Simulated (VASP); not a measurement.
# Be2ZnSO3 (Cm) in VASP: further runs

Be2ZnSO3 is run at these levels: PBE; tasks: single point, relaxation of shape and atoms at fixed volume.

Everything below comes from runs of VASP 6.6.1. Logs are shortened: lines on timing, memory, paths and dates and some standing lists are left out, and cuts for length are marked.

## (1) The cell of the first run

It takes space group Cm (No. 8, monoclinic). Conventional cell: a = 5.163 Å, b = 6.419 Å, c = 5.434 Å, α = 90.00°, β = 98.48°, γ = 90.00°. Be (site symmetry 1) has 3 O at 1.54 to 1.64 Å within 2.1 Å. Within 2.7 Å of Zn (site symmetry m) lie 4 O at 1.97 to 2.60 Å and 1 S at 2.26 Å and 2 Be at 2.60 Å. S (site symmetry m) has 1 O at 1.71 Å and 1 Zn at 2.26 Å within 2.3 Å. O (site symmetry 1) has 2 Be at 1.54 to 1.55 Å and 1 Zn at 1.97 Å within 2.1 Å. O (site symmetry m) has 2 Be at 1.64 Å and 1 S at 1.71 Å within 2.2 Å.

## (2) Single point, PBE (12.72 Å³/atom)

Contents of INCAR:

```
  PREC = Accurate
  ENCUT = 520
  EDIFF = 1E-7
  ISMEAR = 0
  SIGMA = 0.02
  LREAL = False
  LASPH = True
  NELM = 80
  ALGO = Normal
  ISIF = 2
  LWAVE = False
  LCHARG = False
  GGA = PE
  NBANDS = 29
```

Contents of KPOINTS:

```
Automatic mesh
0
Gamma
  6 6 4
```

Contents of POSCAR:

```
Be2ZnSO3
1.0
    2.5788367235     -3.2093844593      0.1156086973
    2.5788367235      3.2093844593      0.1156086973
   -1.0408691312      0.0000000000      5.3333498926
Be Zn S O
2 1 1 3
Direct
    0.4107672473      0.0063560535      0.5467159635
    0.0063560535      0.4107672473      0.5467159635
    0.6899672793      0.6899672793      0.8688665060
    0.7928087269      0.7928087269      0.2873893654
    0.7146953493      0.2594122253      0.6910170076
    0.2594122253      0.7146953493      0.6910170076
    0.1259931184      0.1259931184      0.3682781862
```

Potentials or basis: VASP PAW PBE potentials, release 64 (Be, Zn, S, O).

On the command line:

```bash
> cat potpaw_PBE.64/Be/POTCAR potpaw_PBE.64/Zn/POTCAR potpaw_PBE.64/S/POTCAR potpaw_PBE.64/O/POTCAR > POTCAR
> mpirun -np 1 vasp_std > vasp.out
```

OUTCAR:

```text
PREC = Accurate
   ENCUT = 520
   EDIFF = 1E-7
   ISMEAR = 0
   LREAL = False
   LASPH = True
   NELM = 80
   ISIF = 2
   GGA = PE

 ion  position               nearest neighbor table
   1  0.411  0.006  0.547-   5 1.54   6 1.55   7 1.64   4 2.45   3 2.60
   2  0.006  0.411  0.547-   6 1.54   5 1.55   7 1.64   4 2.45   3 2.60
   3  0.690  0.690  0.869-   5 1.97   6 1.97   4 2.26   2 2.60   1 2.60
   4  0.793  0.793  0.287-   7 1.71   3 2.26   1 2.45   2 2.45
   5  0.715  0.259  0.691-   1 1.54   2 1.55   3 1.97
   6  0.259  0.715  0.691-   2 1.54   1 1.55   3 1.97
   7  0.126  0.126  0.368-   1 1.64   2 1.64   4 1.71

  LATTYP: Found a base centered monoclinic cell.
 ALAT       =     5.1628535588
 B/A-ratio  =     1.2432599231
 C/A-ratio  =     1.0525128996
 COS(beta)  =    -0.1474008409

  Lattice vectors:

 A1 = (   2.5788367235,  -3.2093844593,   0.1156086973)
 A2 = (   2.5788367235,   3.2093844593,   0.1156086973)
 A3 = (  -1.0408691312,   0.0000000000,   5.3333498926)

Analysis of symmetry for initial positions (statically):
=====================================================================
 Subroutine PRICEL returns:
 Original cell was already a primitive cell.

 Routine SETGRP: Setting up the symmetry group for a
 base centered monoclinic supercell.

 Subroutine GETGRP returns: Found  2 space group operations
 (whereof  2 operations were pure point group operations)
 out of a pool of  4 trial point group operations.

The static configuration has the point symmetry C_1h.

Analysis of symmetry for dynamics (positions and initial velocities):
=====================================================================
 Subroutine PRICEL returns:
 Original cell was already a primitive cell.

 Routine SETGRP: Setting up the symmetry group for a
 base centered monoclinic supercell.

 Subroutine GETGRP returns: Found  2 space group operations
 (whereof  2 operations were pure point group operations)
 out of a pool of  4 trial point group operations.

The dynamic configuration has the point symmetry C_1h.

 Subroutine INISYM returns: Found  2 space group operations
 (whereof  2 operations are pure point group operations),
 and found     1 'primitive' translations

----------------------------------------------------------------------------------------

                                     Primitive cell

  volume of cell :      89.0551

  direct lattice vectors                    reciprocal lattice vectors
     2.578836723 -3.209384459  0.115608697     0.192204258 -0.155793114  0.037511036
     2.578836723  3.209384459  0.115608697     0.192204258  0.155793114  0.037511036
    -1.040869131  0.000000000  5.333349893    -0.008332656  0.000000000  0.185873197

  length of vectors
     4.118727088  4.118727088  5.433969969     0.250241981  0.250241981  0.186059879

  position of ions in fractional coordinates (direct lattice)
     0.410767247  0.006356053  0.546715963
     0.006356053  0.410767247  0.546715963
     0.689967279  0.689967279  0.868866506
     0.792808727  0.792808727  0.287389365
     0.714695349  0.259412225  0.691017008
     0.259412225  0.714695349  0.691017008
     0.125993118  0.125993118  0.368278186

  ion indices of the primitive-cell ions
   primitive index   ion index
                 1           1
                 2           2
                 3           3
                 4           4
                 5           5
                 6           6
                 7           7

----------------------------------------------------------------------------------------

 KPOINTS: Automatic mesh

Automatic generation of k-mesh.
 Grid dimensions read from file:
 generate k-points for:    6    6    4

 Generating k-lattice:

  Cartesian coordinates                     Fractional coordinates (reciprocal lattice)
     0.032034043 -0.025965519  0.006251839     0.166666667  0.000000000  0.000000000
     0.032034043  0.025965519  0.006251839     0.000000000  0.166666667  0.000000000
    -0.002083164  0.000000000  0.046468299     0.000000000  0.000000000  0.250000000

  Length of vectors
     0.041706997  0.041706997  0.046514970

  Shift w.r.t. Gamma in fractional coordinates (k-lattice)
     0.000000000  0.000000000  0.000000000

 Subroutine IBZKPT returns following result:
 ===========================================

 Found     47 irreducible k-points:

 Following reciprocal coordinates:
            Coordinates               Weight
  0.000000  0.000000  0.000000      1.000000
  0.166667 -0.000000  0.000000      4.000000
  0.333333  0.000000  0.000000      4.000000
  0.500000  0.000000  0.000000      2.000000
  0.166667  0.166667  0.000000      2.000000
  0.333333  0.166667  0.000000      4.000000
[... 16 lines left out ...]
 -0.333333  0.166667  0.250000      4.000000
 -0.166667  0.166667  0.250000      4.000000
 [... further k-points ...]
   k-points           NKPTS =     47   k-points in BZ     NKDIM =     47   number of bands    NBANDS=     29
   number of dos      NEDOS =    301   number of ions     NIONS =      7
   total plane-waves  NPLWV =  40960
   dimension x,y,z NGX =    32 NGY =   32 NGZ =   40
   dimension x,y,z NGXF=    64 NGYF=   64 NGZF=   80
   ions per type =               2   1   1   3
   NGX,Y,Z   is equivalent  to a cutoff of  12.92, 12.92, 12.24 a.u.
   NGXF,Y,Z  is equivalent  to a cutoff of  25.83, 25.83, 24.48 a.u.
 SYSTEM =  unknown system
   PREC   = accura    normal or accurate (medium, high low for compatibility)
   ISTART =      0    job   : 0-new  1-cont  2-samecut
   ICHARG =      2    charge: 1-file 2-atom 10-const
   ISPIN  =      1    spin polarized calculation?
   LNONCOLLINEAR =      F non collinear calculations
   LSORBIT =      F    spin-orbit coupling
   LASPH  =      T    aspherical Exc in radial PAW
   ENCUT  =  520.0 eV  38.22 Ry    6.18 a.u.   7.66  7.66 10.10*2*pi/ulx,y,z
   NELM   =     80;   NELMIN=  2; NELMDL= -5     # of ELM steps
   EDIFF  = 0.1E-06   stopping-criterion for ELM
   LREAL  =      F    real-space projection
   EDIFFG = 0.1E-05   stopping-criterion for IOM
   NSW    =      0    number of steps for IOM
   IBRION =     -1    ionic relax: 0-MD 1-quasi-New 2-CG
   NFREE  =      0    steps in history (QN), initial steepest desc. (CG)
   ISIF   =      2    stress and relaxation
   ISYM   =      2    0-nonsym 1-usesym 2-fastsym
   POTIM  = 0.5000    time-step for ionic-motion
   TEBEG  =    0.0;   TEEND  =   0.0 temperature during run
   PSTRESS=    0.0 pullay stress
   NELECT =      40.0000    total number of electrons
   NUPDOWN=      -1.0000    fix difference up-down
   EMIN   =  10.00;   EMAX   =-10.00  energy-range for DOS
   EFERMI =   0.00;   METHOD = LEGACY
   ISMEAR =     0;   SIGMA  =   0.02  broadening in eV -4-tet -1-fermi 0-gaus
   EFERMI_NEDOS =   21; number of points for ismear=-14 and -15
   IALGO  =     38    algorithm
   IMIX   =      4    mixing-type and parameters
     AMIX     =   0.40;   BMIX     =  1.00
     AMIX_MAG =   1.60;   BMIX_MAG =  1.00
  volume/ion in A,a.u.               =      12.72        85.85
  Fermi-wavevector in a.u.,A,eV,Ry     =   1.253743  2.369231 21.386614  1.571872
  Thomas-Fermi vector in A             =   2.387581
   LORBIT       =      0    0 simple, 1 ext, 2 COOP (PROOUT), +10 PAW based schemes
   GGA     = PE    functional components
   LHFCALC =     F    Hartree Fock is set to
   AEXX    =    0.0000 exact exchange contribution
   IVDW    =     0    specifies the selected vdW correction
   LEPSILON=     F    determine dielectric tensor
   LRPA    =     F    only Hartree local field effects (RPA)
 non-spin polarized calculation
 Gauss-broadening in eV      SIGMA  =   0.02
  energy-cutoff  :      520.00
  volume of cell :       89.06
 maximum number of plane-waves:      2416
 NGX is ok and might be reduce to    32
   NGX = 15   NGY = 15   NGZ = 21

 number of electron      40.0000011 magnetization

 Free energy of the ion-electron system (eV)
  ---------------------------------------------------
  ext. energy  EPLUGINS =         0.00000000
  ---------------------------------------------------
  free energy    TOTEN  =       -39.15046153 eV

  energy without entropy =      -39.15046153  energy(sigma->0) =      -39.15046153

 E-fermi :   1.6607     XC(G=0):  -9.3216

 val. band max:        1.4877779566   @ k =  -0.3333  -0.3333   0.2500
 cond. band min:       4.0637352734   @ k =   0.1667   0.1667   0.0000
 fundamental gap:      2.5759573168
 Fermi energy:         1.6606927543

 k-point     1 :       0.0000    0.0000    0.0000
  band No.  band energies     occupation
      1     -18.3277      2.00000
      2     -16.2653      2.00000
      3     -15.4167      2.00000
      4     -10.0371      2.00000
      5      -4.7346      2.00000
      6      -4.6479      2.00000
[... 21 lines left out ...]
     28      12.3999      0.00000
     29      14.0269      0.00000

 k-point     2 :       0.1667   -0.0000    0.0000
  band No.  band energies     occupation
      1     -18.3041      2.00000
      2     -16.2227      2.00000
      3     -15.4770      2.00000
      4     -10.0878      2.00000
      5      -4.6852      2.00000
      6      -4.5651      2.00000
[... 21 lines left out ...]
     28      12.4859      0.00000
     29      13.5068      0.00000

 k-point     3 :       0.3333    0.0000    0.0000
  band No.  band energies     occupation
      1     -18.2556      2.00000
      2     -16.1051      2.00000
      3     -15.6320      2.00000
      4     -10.1825      2.00000
      5      -4.6049      2.00000
      6      -4.4569      2.00000
[... 21 lines left out ...]
     28      12.7688      0.00000
     29      13.0271      0.00000

 k-point     4 :       0.5000    0.0000    0.0000
  band No.  band energies     occupation
      1     -18.2308      2.00000
      2     -15.9963      2.00000
      3     -15.7606      2.00000
      4     -10.2268      2.00000
      5      -4.5762      2.00000
      6      -4.4241      2.00000
[... 597 lines left out ...]
     28      11.7400      0.00000
     29      12.9366      0.00000

 k-point    23 :      -0.3333    0.1667    0.2500
  band No.  band energies     occupation
      1     -18.2443      2.00000
      2     -16.1528      2.00000
      3     -15.5597      2.00000
      4     -10.1382      2.00000
      5      -4.8077      2.00000
      6      -4.6608      2.00000
[... 21 lines left out ...]
     28      11.7037      0.00000
     29      12.1781      0.00000

 k-point    24 :      -0.1667    0.1667    0.2500
  band No.  band energies     occupation
      1     -18.2844      2.00000
      2     -16.2345      2.00000
      3     -15.4626      2.00000
      4     -10.0713      2.00000
      5      -4.8669      2.00000
      6      -4.6553      2.00000
[... 21 lines left out ...]
     28      11.4178      0.00000
     29      12.1055      0.00000

 [... further k-points ...]
[... 5 lines left out ...]
  --------------------------------------------------------------------------------------
  -------------------------------------------------------------------------------------
  Total        1.0864945      1.2763438      1.2122867      0.0000000      0.0000000      0.0933044
  in kB       19.5469630     22.9625140     21.8100722      0.0000000      0.0000000      1.6786261
  external PRESSURE =      21.4398497 kB  Pullay stress =       0.0000000 kB

 VOLUME and BASIS-vectors are now :
 -----------------------------------------------------------------------------
  energy-cutoff  :      520.00
  volume of cell :       89.06
      direct lattice vectors                 reciprocal lattice vectors
     2.578836723 -3.209384459  0.115608697     0.192204258 -0.155793114  0.037511036
     2.578836723  3.209384459  0.115608697     0.192204258  0.155793114  0.037511036
    -1.040869131  0.000000000  5.333349893    -0.008332656  0.000000000  0.185873197

 POSITION                                       TOTAL-FORCE (eV/Angst)
 -----------------------------------------------------------------------------------
      0.50663     -1.29791      2.96405         0.012287      0.008865     -0.004087
      0.50663      1.29791      2.96405         0.012287     -0.008865     -0.004087
      2.65425      0.00000      4.79350         0.060256      0.000000      0.079429
      3.78991      0.00000      1.71606         0.075286      0.000000      0.018107
      1.79281     -1.46118      3.79805        -0.034776     -0.050037     -0.031331
      1.79281      1.46118      3.79805        -0.034776      0.050037     -0.031331
      0.26650      0.00000      1.99329        -0.090563      0.000000     -0.026700
 -----------------------------------------------------------------------------------
    total drift:                               -0.001662     -0.000000      0.001064

  FREE ENERGIE OF THE ION-ELECTRON SYSTEM (eV)
  ---------------------------------------------------
  free  energy   TOTEN  =       -39.1504615266 eV

  energy  without entropy=      -39.1504615266  energy(sigma->0) =      -39.15046153
```

Run time: 73 s. Hardware: 1 thread of AMD EPYC 9R45 (Zen 5), shared host; peak memory 0.24 GiB.

What came out:

```yaml
Free_energy: -39.1505 eV
Pressure: 2.1 GPa
Largest_force: 0.100 eV/Å
Band_gap_on_the_k_mesh: 2.58 eV (least direct gap 2.85 eV)
```

Forces in eV/Å, atoms in the order of the input:
```
Be   0.012  0.009 -0.004
Be   0.012 -0.009 -0.004
Zn   0.060  0.000  0.079
S    0.075  0.000  0.018
O   -0.035 -0.050 -0.031
O   -0.035  0.050 -0.031
O   -0.091  0.000 -0.027
```

A k mesh can miss the band edges.

## (3) Single point, PBE (13.14 Å³/atom)

This run uses another cell than the first one, of 13.14 Å³/atom.

Contents of INCAR:

```
  PREC = Accurate
  ENCUT = 520
  EDIFF = 1E-6
  ISMEAR = 0
  SIGMA = 0.02
  LREAL = F
  LASPH = T
  NELM = 100
  ALGO = Normal
  ISIF = 2
  LWAVE = F
  LCHARG = F
  GGA = PE
  NBANDS = 29
```

Contents of KPOINTS:

```
regular mesh
0
Gamma
  6 6 4
```

Contents of POSCAR:

```
Be2ZnSO3
1.0
    2.6045898735     -3.2574645555      0.0689759346
    2.6045898735      3.2574645555      0.0689759346
   -1.1502790061      0.0000000000      5.3907478651
Be Zn S O
2 1 1 3
Direct
    0.4148473756      0.0085773571      0.5461835494
    0.0085773571      0.4148473756      0.5461835494
    0.6731767032      0.6731767032      0.8760494536
    0.7898666300      0.7898666300      0.2899437908
    0.7200689745      0.2709508683      0.6843518402
    0.2709508683      0.7200689745      0.6843518402
    0.1225120912      0.1225120912      0.3729359762
```

Potentials or basis: VASP PAW PBE potentials, release 64 (Be, Zn, S, O).

On the command line:

```bash
> cat potpaw_PBE.64/Be/POTCAR potpaw_PBE.64/Zn/POTCAR potpaw_PBE.64/S/POTCAR potpaw_PBE.64/O/POTCAR > POTCAR
> mpirun -np 1 vasp_std > vasp.out
```

Run time: 73 s. Hardware: 1 thread of AMD EPYC 9R45 (Zen 5), shared host; peak memory 0.24 GiB.

Results (log left out):

```
Free energy            : -39.1816 eV
Pressure               : 1.8 GPa
Largest force          : 0.096 eV/Å
Band gap on the k mesh : 2.55 eV (least direct gap 2.80 eV)
```

Forces in eV/Å, atoms in the order of the input:
```
Be   0.007  0.004  0.005
Be   0.007 -0.004  0.005
Zn   0.055  0.000  0.080
S    0.065  0.000  0.016
O   -0.026 -0.054 -0.038
O   -0.026  0.054 -0.038
O   -0.083  0.000 -0.029
```

Stress tensor (GPa, compression positive):
```
1.62 0.00 0.17
0.00 1.97 0.00
0.17 0.00 1.82
```

Levels at points of the mesh, in eV from the valence-band top:
| k point | band 17 | band 18 | band 19 | band 20 | band 21 | band 22 | band 23 | band 24 |
| --- | --- | --- | --- | --- | --- | --- | --- | --- |
| (0.00, 0.00, 0.00) | -2.00 | -1.56 | -0.41 | -0.41 | 2.72 | 4.22 | 5.76 | 6.94 |
| (0.50, 0.00, 0.00) | -2.27 | -1.56 | -0.73 | -0.26 | 2.95 | 4.52 | 6.62 | 7.20 |
| (0.50, 0.50, 0.00) | -2.19 | -0.97 | -0.71 | -0.44 | 3.39 | 5.50 | 7.71 | 7.91 |
| (0.00, 0.00, 0.50) | -1.71 | -1.50 | -1.48 | -1.05 | 3.85 | 4.99 | 6.34 | 6.68 |
| (0.50, 0.00, 0.50) | -1.91 | -1.18 | -0.64 | -0.35 | 3.13 | 5.54 | 5.80 | 7.31 |
| (0.50, 0.50, 0.50) | -1.90 | -0.77 | -0.64 | -0.04 | 3.67 | 5.38 | 5.94 | 7.12 |

[end of part 1 of 2]
